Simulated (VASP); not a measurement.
Write the native input for VASP 6.6.1 that does the following.

```
Task                   : single point
Functional             : PBE
Dispersion             : D3(BJ)
Potentials or basis    : VASP PAW PBE potentials, release 64 (Se)
Cutoff                 : 520 eV
k mesh                 : 20 × 20 × 20
Occupations            : gaussian, width 0.15 eV
Spin                   : no spin polarisation
Dipole correction      : no
Further INCAR settings : ALGO = Normal; EDIFF = 1e-06; NBANDS = 9
```

The structure of Se lies in POSCAR:

```
Se
1.0
   -1.7034486149      1.4479313227      1.7034486149
    1.7034486149     -1.4479313227      1.7034486149
    1.7034486149      1.4479313227     -1.7034486149
Se
1
Direct
    0.0000000000      0.0000000000      0.0000000000
```

This cell differs from its parent crystal: strain -0.1500 x Voigt [0, 1, 0, 0, 0, 0].

The input as run:

INCAR

```
SYSTEM = Se
  ALGO = Normal
  EDIFF = 1E-6
  ENCUT = 520
  GGA = PE
  ISIF = 2
  ISMEAR = 0
  IVDW = 12
  LASPH = .TRUE.
  LCHARG = .FALSE.
  LREAL = .FALSE.
  LWAVE = .FALSE.
  NBANDS = 9
  NELM = 100
  PREC = Accurate
  SIGMA = 0.15
```

KPOINTS

```
k-points
0
G
  20 20 20
  0 0 0
```

Potentials or basis: VASP PAW PBE potentials, release 64 (Se).

Command:

```sh
$ cat potpaw_PBE.64/Se/POTCAR > POTCAR
$ mpirun -np 1 vasp_std > vasp.out
```

It gave:

| Property | Result |
| --- | --- |
| Pressure | 17.5 GPa |
| Band gap on the k mesh | zero (bands 3 and 4 overlap by 8.06 eV) |
| Dispersion energy per atom | -0.518 eV |

Caveat: the cell differs from its parent crystal (strain -0.1500 x Voigt [0, 1, 0, 0, 0, 0]); the cell stands under pressure.

Wall time 110 s on 1 thread of AMD EPYC 7R43 64-Core Processor (Zen 3), on a shared host, peak memory 0.19 GiB.
